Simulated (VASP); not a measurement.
# Si5Ru (F-43m) in VASP: a series of runs, part 2 of 2

VASP 6.6.1. The steps go on from the part before.

## (3) Relaxation of cell and atoms, PBE

INCAR

```
SYSTEM = Si5Ru
ALGO = Normal
EDIFF = 1E-7
EDIFFG = -0.01
ENCUT = 600
GGA = PE
IBRION = 2
ISIF = 3
ISMEAR = 0
LASPH = .TRUE.
LCHARG = .FALSE.
LREAL = .FALSE.
LWAVE = .FALSE.
NELM = 60
NSW = 100
PREC = Accurate
SIGMA = 0.1
```

KPOINTS

```
k-points
0
G
  10 10 10
  0 0 0
```

POSCAR

```
Si5Ru
1.0
    0.0000000000      3.5105404123      3.5105404123
    3.5105404123      0.0000000000      3.5105404123
    3.5105404123      3.5105404123      0.0000000000
Si Ru
5 1
Direct
    0.1250939995      0.1250939995      0.6247180015
    0.1250939995      0.6247180015      0.1250939995
    0.7500000000      0.7500000000      0.7500000000
    0.1250939995      0.1250939995      0.1250939995
    0.6247180015      0.1250939995      0.1250939995
    0.5000000000      0.5000000000      0.5000000000
```

Potentials or basis: VASP PAW PBE potentials, release 64 (Si, Ru_pv).

Started as:

```console
> cat potpaw_PBE.64/Si/POTCAR potpaw_PBE.64/Ru_pv/POTCAR > POTCAR
> mpirun -np 1 vasp_std > vasp.out
```

OUTCAR:

```text
SYSTEM = Si5Ru
   EDIFF = 1E-7
   EDIFFG = -0.01
   ENCUT = 600
   GGA = PE
   IBRION = 2
   ISIF = 3
   ISMEAR = 0
   LASPH = .TRUE.
   LREAL = .FALSE.
   NELM = 60
   NSW = 100
   PREC = Accurate

 ion  position               nearest neighbor table
   1  0.125  0.125  0.625-   2 2.48   4 2.48   5 2.48   4 2.48   2 2.48   5 2.48   6 2.91   6 2.91
                             6 2.91   3 2.91   3 2.91   3 2.91
   2  0.125  0.625  0.125-   1 2.48   4 2.48   5 2.48   1 2.48   4 2.48   5 2.48   6 2.91   6 2.91
                             6 2.91   3 2.91   3 2.91   3 2.91
   3  0.750  0.750  0.750-   2 2.91   5 2.91   1 2.91   5 2.91   1 2.91   2 2.91   4 2.91   4 2.91
                             4 2.91   1 2.91   2 2.91   5 2.91   6 3.04   6 3.04   6 3.04   6 3.04
   4  0.125  0.125  0.125-   1 2.48   2 2.48   5 2.48   1 2.48   2 2.48   5 2.48   6 2.91   6 2.91
                             6 2.91   3 2.91   3 2.91   3 2.91
   5  0.625  0.125  0.125-   1 2.48   2 2.48   4 2.48   4 2.48   1 2.48   2 2.48   6 2.91   6 2.91
                             6 2.91   3 2.91   3 2.91   3 2.91
   6  0.500  0.500  0.500-   1 2.91   2 2.91   5 2.91   4 2.91   4 2.91   4 2.91   5 2.91   5 2.91
                             2 2.91   2 2.91   1 2.91   1 2.91   3 3.04   3 3.04   3 3.04   3 3.04

  LATTYP: Found a face centered cubic cell.
 ALAT       =     7.0210808246

  Lattice vectors:

 A1 = (   0.0000000000,   3.5105404123,   3.5105404123)
 A2 = (   3.5105404123,   0.0000000000,   3.5105404123)
 A3 = (   3.5105404123,   3.5105404123,   0.0000000000)

Analysis of symmetry for initial positions (statically):
=====================================================================
 Subroutine PRICEL returns:
 Original cell was already a primitive cell.

 Routine SETGRP: Setting up the symmetry group for a
 face centered cubic supercell.

 Subroutine GETGRP returns: Found 24 space group operations
 (whereof 24 operations were pure point group operations)
 out of a pool of 48 trial point group operations.

The static configuration has the point symmetry T_d .

Analysis of symmetry for dynamics (positions and initial velocities):
=====================================================================
 Subroutine PRICEL returns:
 Original cell was already a primitive cell.

 Routine SETGRP: Setting up the symmetry group for a
 face centered cubic supercell.

 Subroutine GETGRP returns: Found 24 space group operations
 (whereof 24 operations were pure point group operations)
 out of a pool of 48 trial point group operations.

The dynamic configuration has the point symmetry T_d .

 Subroutine INISYM returns: Found 24 space group operations
 (whereof 24 operations are pure point group operations),
 and found     1 'primitive' translations

----------------------------------------------------------------------------------------

                                     Primitive cell

  volume of cell :      86.5271

  direct lattice vectors                    reciprocal lattice vectors
     0.000000000  3.510540412  3.510540412    -0.142428214  0.142428214  0.142428214
     3.510540412  0.000000000  3.510540412     0.142428214 -0.142428214  0.142428214
     3.510540412  3.510540412  0.000000000     0.142428214  0.142428214 -0.142428214

  length of vectors
     4.964653862  4.964653862  4.964653862     0.246692903  0.246692903  0.246692903

  position of ions in fractional coordinates (direct lattice)
     0.125094000  0.125094000  0.624718001
     0.125094000  0.624718001  0.125094000
     0.750000000  0.750000000  0.750000000
     0.125094000  0.125094000  0.125094000
[... 70 lines left out ...]
   ions per type =               5   1
   NGX,Y,Z   is equivalent  to a cutoff of  13.39, 13.39, 13.39 a.u.
   NGXF,Y,Z  is equivalent  to a cutoff of  26.79, 26.79, 26.79 a.u.
 SYSTEM =  Si5Ru
   PREC   = accura    normal or accurate (medium, high low for compatibility)
   ISTART =      0    job   : 0-new  1-cont  2-samecut
   ICHARG =      2    charge: 1-file 2-atom 10-const
   ISPIN  =      1    spin polarized calculation?
   LNONCOLLINEAR =      F non collinear calculations
   LSORBIT =      F    spin-orbit coupling
   LASPH  =      T    aspherical Exc in radial PAW
   ENCUT  =  600.0 eV  44.10 Ry    6.64 a.u.   9.92  9.92  9.92*2*pi/ulx,y,z
   NELM   =     60;   NELMIN=  2; NELMDL= -5     # of ELM steps
   EDIFF  = 0.1E-06   stopping-criterion for ELM
   LREAL  =      F    real-space projection
   EDIFFG = -.1E-01   stopping-criterion for IOM
   NSW    =    100    number of steps for IOM
   IBRION =      2    ionic relax: 0-MD 1-quasi-New 2-CG
   NFREE  =      1    steps in history (QN), initial steepest desc. (CG)
   ISIF   =      3    stress and relaxation
   ISYM   =      2    0-nonsym 1-usesym 2-fastsym
   POTIM  = 0.5000    time-step for ionic-motion
   TEBEG  =    0.0;   TEEND  =   0.0 temperature during run
   PSTRESS=    0.0 pullay stress
   NELECT =      34.0000    total number of electrons
   NUPDOWN=      -1.0000    fix difference up-down
   EMIN   =  10.00;   EMAX   =-10.00  energy-range for DOS
   EFERMI =   0.00;   METHOD = LEGACY
   ISMEAR =     0;   SIGMA  =   0.10  broadening in eV -4-tet -1-fermi 0-gaus
   EFERMI_NEDOS =   21; number of points for ismear=-14 and -15
   IALGO  =     38    algorithm
   IMIX   =      4    mixing-type and parameters
     AMIX     =   0.40;   BMIX     =  1.00
     AMIX_MAG =   1.60;   BMIX_MAG =  1.00
  volume/ion in A,a.u.               =      14.42        97.32
  Fermi-wavevector in a.u.,A,eV,Ry     =   1.199086  2.265945 19.562570  1.437808
  Thomas-Fermi vector in A             =   2.334958
   LORBIT       =      0    0 simple, 1 ext, 2 COOP (PROOUT), +10 PAW based schemes
   GGA     = PE    functional components
   LHFCALC =     F    Hartree Fock is set to
   AEXX    =    0.0000 exact exchange contribution
   IVDW    =     0    specifies the selected vdW correction
   LEPSILON=     F    determine dielectric tensor
   LRPA    =     F    only Hartree local field effects (RPA)
 conjugate gradient relaxation of ions
 non-spin polarized calculation
 Gauss-broadening in eV      SIGMA  =   0.10
  energy-cutoff  :      600.00
  volume of cell :       86.53
 maximum number of plane-waves:      2901
   NGX = 19   NGY = 19   NGZ = 19

--------------------------------------- Ionic step        1  -------------------------------------------

 number of electron      33.9999998 magnetization

 Free energy of the ion-electron system (eV)
  ---------------------------------------------------
  ext. energy  EPLUGINS =         0.00000000
  ---------------------------------------------------
  free energy    TOTEN  =       -32.59888049 eV

  energy without entropy =      -32.57201396  energy(sigma->0) =      -32.58544722

------------------------ aborting loop because EDIFF is reached ----------------------------------------

  FORCE on cell =-STRESS in cart. coord.  units (eV):
  Direction    XX          YY          ZZ          XY          YZ          ZX
  --------------------------------------------------------------------------------------
  -------------------------------------------------------------------------------------
  Total        0.0076126      0.0076126      0.0076126     -0.0000000     -0.0000000      0.0000000
  in kB        0.1409582      0.1409582      0.1409582     -0.0000000     -0.0000000      0.0000000
  external PRESSURE =       0.1409582 kB  Pullay stress =       0.0000000 kB
[... 67 lines left out ...]
--------------------------------------- Ionic step        3  -------------------------------------------

 number of electron      33.9999998 magnetization

 Free energy of the ion-electron system (eV)
  ---------------------------------------------------
  ext. energy  EPLUGINS =         0.00000000
  ---------------------------------------------------
  free energy    TOTEN  =       -32.60790018 eV

  energy without entropy =      -32.58186664  energy(sigma->0) =      -32.59488341

 E-fermi :  10.6142     XC(G=0): -11.5905

 val. band max:       10.6137133931   @ k =   0.3000   0.2000   0.1000
 cond. band min:      10.6143473558   @ k =   0.3000   0.1000   0.0000
 fundamental gap:      0.0006339626
 Fermi energy:        10.6142339324

 k-point     1 :       0.0000    0.0000    0.0000
  band No.  band energies     occupation
      1     -31.8972      2.00000
      2     -31.8972      2.00000
      3     -31.8972      2.00000
      4      -3.8396      2.00000
      5       2.7987      2.00000
      6       4.3188      2.00000
[... 565 lines left out ...]
     20      12.1408      0.00000
     21      13.3057      0.00000

 [... further k-points ...]

------------------------ aborting loop because EDIFF is reached ----------------------------------------

  FORCE on cell =-STRESS in cart. coord.  units (eV):
  Direction    XX          YY          ZZ          XY          YZ          ZX
  --------------------------------------------------------------------------------------
  -------------------------------------------------------------------------------------
  Total       -0.0583328     -0.0583328     -0.0583328     -0.0000000     -0.0000000     -0.0000000
  in kB       -1.0799693     -1.0799693     -1.0799693     -0.0000000     -0.0000000     -0.0000000
  external PRESSURE =      -1.0799693 kB  Pullay stress =       0.0000000 kB
[... 21 lines left out ...]
  FREE ENERGIE OF THE ION-ELECTRON SYSTEM (eV)
  ---------------------------------------------------
  free  energy   TOTEN  =       -32.6079001797 eV

  energy  without entropy=      -32.5818666383  energy(sigma->0) =      -32.59488341

 reached required accuracy - stopping structural energy minimisation
```

CONTCAR:

```text
Si5Ru
   1.00000000000000
    -0.0000000000000000    3.5107023146705063    3.5107023146705063
     3.5107023146705063   -0.0000000000000000    3.5107023146705063
     3.5107023146705063    3.5107023146705063    0.0000000000000000
  Si              Ru
     5     1
Direct
     0.1240422928178883    0.1240422928178883    0.6278731215463422
     0.1240422928178883    0.6278731215463422    0.1240422928178883
     0.7500000000000000    0.7500000000000000    0.7500000000000000
     0.1240422928178883    0.1240422928178883    0.1240422928178883
     0.6278731215463422    0.1240422928178883    0.1240422928178883
     0.5000000000000000    0.5000000000000000    0.5000000000000000

  0.00000000E+00  0.00000000E+00  0.00000000E+00
  0.00000000E+00  0.00000000E+00  0.00000000E+00
  0.00000000E+00  0.00000000E+00  0.00000000E+00
  0.00000000E+00  0.00000000E+00  0.00000000E+00
  0.00000000E+00  0.00000000E+00  0.00000000E+00
  0.00000000E+00  0.00000000E+00  0.00000000E+00
```

Run time: 6.5 min. Hardware: 1 thread of Intel Xeon 8259CL, shared host; peak memory 0.31 GiB.

Results:

```
Free energy                           : -32.6079 eV
Relaxed volume                        : 14.42 Å³/atom
Relaxed cell                          : a = 4.965 Å, b = 4.965 Å, c = 4.965 Å, α = 60.00°, β = 60.00°, γ = 60.00°
Space group after relaxing (to 0.1 Å) : F-43m (No. 216)
Energy gained by relaxing             : 1.5 meV/atom
Ionic steps                           : 3
Pressure after relaxing               : -0.1 GPa
Band gap on the k mesh                : zero (bands 17 and 18 overlap by 0.53 eV)
```

Step by step:
| step | energy change (eV) | largest force (eV/Å) | pressure (GPa) | volume (Å³) |
| --- | --- | --- | --- | --- |
| 1 | 0.0000 | 0.3518 | 0.01 | 86.53 |
| 2 | -0.0080 | 0.1159 | -0.13 | 86.54 |
| 3 | -0.0090 | 0.0001 | -0.11 | 86.54 |

Final structure:
```cif
data_structure
_symmetry_space_group_name_H-M 'P 1'
_symmetry_Int_Tables_number 1
_cell_length_a 4.9649
_cell_length_b 4.9649
_cell_length_c 4.9649
_cell_angle_alpha 60.000
_cell_angle_beta 60.000
_cell_angle_gamma 60.000
_cell_volume 86.54
loop_
_atom_site_label
_atom_site_type_symbol
_atom_site_fract_x
_atom_site_fract_y
_atom_site_fract_z
_atom_site_occupancy
Si1 Si 0.12404 0.12404 0.62787 1
Si2 Si 0.12404 0.62787 0.12404 1
Si3 Si 0.75000 0.75000 0.75000 1
Si4 Si 0.12404 0.12404 0.12404 1
Si5 Si 0.62787 0.12404 0.12404 1
Ru1 Ru 0.50000 0.50000 0.50000 1
```
